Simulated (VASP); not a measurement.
# Zn (Fm-3m) in VASP: notebook

Zn is run at these levels: PBE; tasks: single point, relaxation of cell and atoms.

Everything below comes from runs of VASP 6.6.1. Logs are shortened: lines on timing, memory, paths and dates and some standing lists are left out, and cuts for length are marked.

## 1. The cell of the first run

The structure is cubic, space group Fm-3m (No. 225). Conventional cell: a = 3.922 Å, b = 3.922 Å, c = 3.922 Å, α = 90.00°, β = 90.00°, γ = 90.00°. Within 3.7 Å of Zn (site symmetry m-3m) lie 12 Zn at 2.77 Å.

This isn't the form of Zn at room conditions, which is hcp.

## 2. Single point, PBE

INCAR reads:

```
PREC = Accurate
ENCUT = 500
EDIFF = 1E-6
ISMEAR = -1
SIGMA = 0.05
LREAL = F
LASPH = T
NELM = 120
ALGO = Normal
ISIF = 2
LWAVE = F
LCHARG = F
GGA = PE
NBANDS = 12
GGA_COMPAT = F
```

KPOINTS reads:

```
regular mesh
0
Gamma
  10 10 10
```

POSCAR reads:

```
Zn
1.0
    0.0000000000      1.9612028455      1.9612028455
    1.9612028455      0.0000000000      1.9612028455
    1.9612028455      1.9612028455      0.0000000000
Zn
1
Direct
    0.0000000000      0.0000000000      0.0000000000
```

Potentials or basis: VASP PAW PBE potentials, release 64 (Zn).

The run is started by

```console
> cat potpaw_PBE.64/Zn/POTCAR > POTCAR
> mpirun -np 1 vasp_std > vasp.out
```

OUTCAR:

```text
PREC = Accurate
   ENCUT = 500
   EDIFF = 1E-6
   ISMEAR = -1
   LREAL = F
   LASPH = T
   NELM = 120
   ISIF = 2
   GGA = PE

 ion  position               nearest neighbor table
   1  0.000  0.000  0.000-

  LATTYP: Found a face centered cubic cell.
 ALAT       =     3.9224056910

  Lattice vectors:

 A1 = (   0.0000000000,   1.9612028455,   1.9612028455)
 A2 = (   1.9612028455,   0.0000000000,   1.9612028455)
 A3 = (   1.9612028455,   1.9612028455,   0.0000000000)

Analysis of symmetry for initial positions (statically):
=====================================================================
 Subroutine PRICEL returns:
 Original cell was already a primitive cell.

 Routine SETGRP: Setting up the symmetry group for a
 face centered cubic supercell.

 Subroutine GETGRP returns: Found 48 space group operations
 (whereof 48 operations were pure point group operations)
 out of a pool of 48 trial point group operations.

The static configuration has the point symmetry O_h .

Analysis of symmetry for dynamics (positions and initial velocities):
=====================================================================
 Subroutine PRICEL returns:
 Original cell was already a primitive cell.

 Routine SETGRP: Setting up the symmetry group for a
 face centered cubic supercell.

 Subroutine GETGRP returns: Found 48 space group operations
 (whereof 48 operations were pure point group operations)
 out of a pool of 48 trial point group operations.

The dynamic configuration has the point symmetry O_h .

 Subroutine INISYM returns: Found 48 space group operations
 (whereof 48 operations are pure point group operations),
 and found     1 'primitive' translations

----------------------------------------------------------------------------------------

                                     Primitive cell

  volume of cell :      15.0868

  direct lattice vectors                    reciprocal lattice vectors
     0.000000000  1.961202845  1.961202845    -0.254945582  0.254945582  0.254945582
     1.961202845  0.000000000  1.961202845     0.254945582 -0.254945582  0.254945582
     1.961202845  1.961202845  0.000000000     0.254945582  0.254945582 -0.254945582

  length of vectors
     2.773559663  2.773559663  2.773559663     0.441578700  0.441578700  0.441578700

  position of ions in fractional coordinates (direct lattice)
     0.000000000  0.000000000  0.000000000

  ion indices of the primitive-cell ions
   primitive index   ion index
                 1           1

----------------------------------------------------------------------------------------

 KPOINTS: regular mesh

Automatic generation of k-mesh.
 Grid dimensions read from file:
 generate k-points for:   10   10   10

 Generating k-lattice:

  Cartesian coordinates                     Fractional coordinates (reciprocal lattice)
    -0.025494558  0.025494558  0.025494558     0.100000000  0.000000000  0.000000000
     0.025494558 -0.025494558  0.025494558     0.000000000  0.100000000  0.000000000
     0.025494558  0.025494558 -0.025494558     0.000000000  0.000000000  0.100000000

  Length of vectors
     0.044157870  0.044157870  0.044157870

  Shift w.r.t. Gamma in fractional coordinates (k-lattice)
     0.000000000  0.000000000  0.000000000

 Subroutine IBZKPT returns following result:
 ===========================================

 Found     47 irreducible k-points:

 Following reciprocal coordinates:
            Coordinates               Weight
  0.000000  0.000000  0.000000      1.000000
  0.100000  0.000000  0.000000      8.000000
  0.200000  0.000000  0.000000      8.000000
  0.300000  0.000000  0.000000      8.000000
  0.400000  0.000000  0.000000      8.000000
  0.500000  0.000000  0.000000      4.000000
[... 16 lines left out ...]
  0.300000  0.300000  0.000000      6.000000
  0.400000  0.300000  0.000000     24.000000
 [... further k-points ...]
   k-points           NKPTS =     47   k-points in BZ     NKDIM =     47   number of bands    NBANDS=     12
   number of dos      NEDOS =    301   number of ions     NIONS =      1
   total plane-waves  NPLWV =   8000
   dimension x,y,z NGX =    20 NGY =   20 NGZ =   20
   dimension x,y,z NGXF=    40 NGYF=   40 NGZF=   40
   ions per type =               1
   NGX,Y,Z   is equivalent  to a cutoff of  11.99, 11.99, 11.99 a.u.
   NGXF,Y,Z  is equivalent  to a cutoff of  23.98, 23.98, 23.98 a.u.
 SYSTEM =  unknown system
   PREC   = accura    normal or accurate (medium, high low for compatibility)
   ISTART =      0    job   : 0-new  1-cont  2-samecut
   ICHARG =      2    charge: 1-file 2-atom 10-const
   ISPIN  =      1    spin polarized calculation?
   LNONCOLLINEAR =      F non collinear calculations
   LSORBIT =      F    spin-orbit coupling
   LASPH  =      T    aspherical Exc in radial PAW
   ENCUT  =  500.0 eV  36.75 Ry    6.06 a.u.   5.06  5.06  5.06*2*pi/ulx,y,z
   NELM   =    120;   NELMIN=  2; NELMDL= -5     # of ELM steps
   EDIFF  = 0.1E-05   stopping-criterion for ELM
   LREAL  =      F    real-space projection
   EDIFFG = 0.1E-04   stopping-criterion for IOM
   NSW    =      0    number of steps for IOM
   IBRION =     -1    ionic relax: 0-MD 1-quasi-New 2-CG
   NFREE  =      0    steps in history (QN), initial steepest desc. (CG)
   ISIF   =      2    stress and relaxation
   ISYM   =      2    0-nonsym 1-usesym 2-fastsym
   POTIM  = 0.5000    time-step for ionic-motion
   TEBEG  =    0.0;   TEEND  =   0.0 temperature during run
   PSTRESS=    0.0 pullay stress
   NELECT =      12.0000    total number of electrons
   NUPDOWN=      -1.0000    fix difference up-down
   EMIN   =  10.00;   EMAX   =-10.00  energy-range for DOS
   EFERMI =   0.00;   METHOD = LEGACY
   ISMEAR =    -1;   SIGMA  =   0.05  broadening in eV -4-tet -1-fermi 0-gaus
   EFERMI_NEDOS =   21; number of points for ismear=-14 and -15
   IALGO  =     38    algorithm
   IMIX   =      4    mixing-type and parameters
     AMIX     =   0.40;   BMIX     =  1.00
     AMIX_MAG =   1.60;   BMIX_MAG =  1.00
  volume/ion in A,a.u.               =      15.09       101.81
  Fermi-wavevector in a.u.,A,eV,Ry     =   1.516827  2.866388 31.303799  2.300764
  Thomas-Fermi vector in A             =   2.626165
   LORBIT       =      0    0 simple, 1 ext, 2 COOP (PROOUT), +10 PAW based schemes
   GGA     = PE    functional components
   LHFCALC =     F    Hartree Fock is set to
   AEXX    =    0.0000 exact exchange contribution
   IVDW    =     0    specifies the selected vdW correction
   LEPSILON=     F    determine dielectric tensor
   LRPA    =     F    only Hartree local field effects (RPA)
 non-spin polarized calculation
  energy-cutoff  :      500.00
  volume of cell :       15.09
 maximum number of plane-waves:       392
   NGX = 11   NGY = 11   NGZ = 11

 number of electron      11.9999990 magnetization

 Free energy of the ion-electron system (eV)
  ---------------------------------------------------
  ext. energy  EPLUGINS =         0.00000000
  ---------------------------------------------------
  free energy    TOTEN  =        -1.08605320 eV

  energy without entropy =       -1.08197416  energy(sigma->0) =       -1.08401368

 E-fermi :   3.2903     XC(G=0): -11.6064

 val. band max:        3.2748264377   @ k =  -0.4000   0.4000   0.0000
 cond. band min:       3.4427491008   @ k =  -0.4000   0.3000   0.0000
 fundamental gap:      0.1679226631
 Fermi energy:         3.2903394995

 k-point     1 :       0.0000    0.0000    0.0000
  band No.  band energies     occupation
      1      -7.2761      2.00000
      2      -4.5164      2.00000
      3      -4.5164      2.00000
      4      -4.5164      2.00000
      5      -4.1331      2.00000
      6      -4.1331      2.00000
      7      21.4687      0.00000
      8      21.4687      0.00000
      9      21.4687      0.00000
     10      22.0544      0.00000
     11      24.2376      0.00000
     12      24.2376      0.00000

 k-point     2 :       0.1000    0.0000    0.0000
  band No.  band energies     occupation
      1      -6.9751      2.00000
      2      -4.5387      2.00000
      3      -4.4839      2.00000
      4      -4.4839      2.00000
      5      -4.1412      2.00000
      6      -4.1412      2.00000
      7      17.5455      0.00000
      8      20.6661      0.00000
      9      20.6661      0.00000
     10      21.7888      0.00000
     11      25.5516      0.00000
     12      25.5516      0.00000

 k-point     3 :       0.2000    0.0000    0.0000
  band No.  band energies     occupation
      1      -6.1400      2.00000
      2      -4.5236      2.00000
      3      -4.4354      2.00000
      4      -4.4354      2.00000
      5      -4.1234      2.00000
      6      -4.1234      2.00000
      7      12.7261      0.00000
      8      19.6073      0.00000
      9      19.6073      0.00000
     10      21.4977      0.00000
     11      26.2268      0.00000
     12      26.2268      0.00000
[... 286 lines left out ...]
 k-point    23 :       0.3000    0.3000    0.0000
  band No.  band energies     occupation
      1      -5.0756      2.00000
      2      -4.9212      2.00000
      3      -4.0627      2.00000
      4      -4.0627      2.00000
      5      -3.9556      2.00000
      6      -3.0904      2.00000
      7      13.1871      0.00000
      8      13.5737      0.00000
      9      13.5737      0.00000
     10      16.3630      0.00000
     11      17.4088      0.00000
     12      35.6281      0.00000

 k-point    24 :       0.4000    0.3000    0.0000
  band No.  band energies     occupation
      1      -5.0442      2.00000
      2      -4.9608      2.00000
      3      -4.0660      2.00000
      4      -4.0414      2.00000
      5      -3.8630      2.00000
      6      -1.5976      2.00000
      7      10.2791      0.00000
      8      10.8809      0.00000
      9      12.9561      0.00000
     10      16.4721      0.00000
     11      19.1339      0.00000
     12      33.6642      0.00000

 [... further k-points ...]
[... 5 lines left out ...]
  --------------------------------------------------------------------------------------
  -------------------------------------------------------------------------------------
  Total        0.0394922      0.0394922      0.0394922      0.0000000      0.0000000      0.0000000
  in kB        4.1939593      4.1939593      4.1939593      0.0000000      0.0000000      0.0000000
  external PRESSURE =       4.1939593 kB  Pullay stress =       0.0000000 kB

 VOLUME and BASIS-vectors are now :
 -----------------------------------------------------------------------------
  energy-cutoff  :      500.00
  volume of cell :       15.09
      direct lattice vectors                 reciprocal lattice vectors
     0.000000000  1.961202845  1.961202845    -0.254945582  0.254945582  0.254945582
     1.961202845  0.000000000  1.961202845     0.254945582 -0.254945582  0.254945582
     1.961202845  1.961202845  0.000000000     0.254945582  0.254945582 -0.254945582

 POSITION                                       TOTAL-FORCE (eV/Angst)
 -----------------------------------------------------------------------------------
      0.00000      0.00000      0.00000        -0.000000     -0.000000     -0.000000
 -----------------------------------------------------------------------------------
    total drift:                                0.000000      0.000000      0.000000

  FREE ENERGIE OF THE ION-ELECTRON SYSTEM (eV)
  ---------------------------------------------------
  free  energy   TOTEN  =        -1.0860532049 eV

  energy  without entropy=       -1.0819741595  energy(sigma->0) =       -1.08401368
```

It took 7 s on 1 thread of Intel Xeon 8259CL, shared host; peak memory 0.12 GiB.

What came out:

```yaml
Free_energy: -1.0861 eV
Pressure: 0.4 GPa
Band_gap_on_the_k_mesh: zero (bands 6 and 7 overlap by 2.55 eV)
```

## 3. Relaxation of cell and atoms, PBE

This run uses another cell than the first one, of 15.29 Å³/atom.

INCAR reads:

```
ALGO = Normal
EDIFF = 1E-7
EDIFFG = -0.03
ENCUT = 500
GGA = PE
GGA_COMPAT = False
IBRION = 2
ISIF = 3
ISMEAR = -1
LASPH = True
LCHARG = False
LREAL = False
LWAVE = False
NELM = 120
NELMIN = 4
NSW = 80
PREC = Accurate
SIGMA = 0.05
```

KPOINTS reads:

```
k-points
0
Gamma
  10 10 10
```

POSCAR reads:

```
Zn
1.0
    0.0000000000      1.9700000000      1.9700000000
    1.9700000000      0.0000000000      1.9700000000
    1.9700000000      1.9700000000      0.0000000000
Zn
1
Direct
    0.0000000000      0.0000000000      0.0000000000
```

Potentials or basis: VASP PAW PBE potentials, release 64 (Zn).

The run is started by

```console
> cat potpaw_PBE.64/Zn/POTCAR > POTCAR
> mpirun -np 1 vasp_std > vasp.out
```

Run time: 11 s. Hardware: 1 thread of Intel Xeon 8259CL, shared host; peak memory 0.13 GiB.

Results (log left out):

* Free energy: -1.0861 eV
* Relaxed volume: 15.17 Å³/atom
* Relaxed cell: a = 2.779 Å, b = 2.779 Å, c = 2.779 Å, α = 60.00°, β = 60.00°, γ = 60.00°
* Space group after relaxing (to 0.1 Å): Fm-3m (No. 225)
* Energy gained by relaxing: 0.2 meV/atom
* Ionic steps: 2
* Pressure after relaxing: 0.0 GPa
* Band gap on the k mesh: zero (bands 6 and 7 overlap by 2.56 eV)

The path:
```
step  energy change (eV)  largest force (eV/Å)  pressure (GPa)  volume (Å³)
   1              0.0000                0.0000           -0.57        15.29
   2             -0.0002                0.0000           -0.05        15.17
```

Final structure:
```
CELL_PARAMETERS angstrom
0.00000 1.96483 1.96483
1.96483 0.00000 1.96483
1.96483 1.96483 0.00000
ATOMIC_POSITIONS crystal
Zn 0.00000 0.00000 0.00000
```

Levels at points of the mesh, in eV from the Fermi level:
| k point | band 4 | band 5 | band 6 | band 7 | band 8 | band 9 |
| --- | --- | --- | --- | --- | --- | --- |
| (0.00, 0.00, 0.00) | -7.79 | -7.41 | -7.41 | 18.10 | 18.10 | 18.10 |
| (0.50, 0.00, 0.00) | -7.13 | -7.13 | -3.07 | -1.55 | 15.08 | 15.08 |
| (0.50, 0.50, 0.00) | -7.06 | -7.06 | -1.16 | 1.56 | 8.26 | 8.26 |

The gap in the log of VASP goes by the Fermi energy; the results here count the filled bands.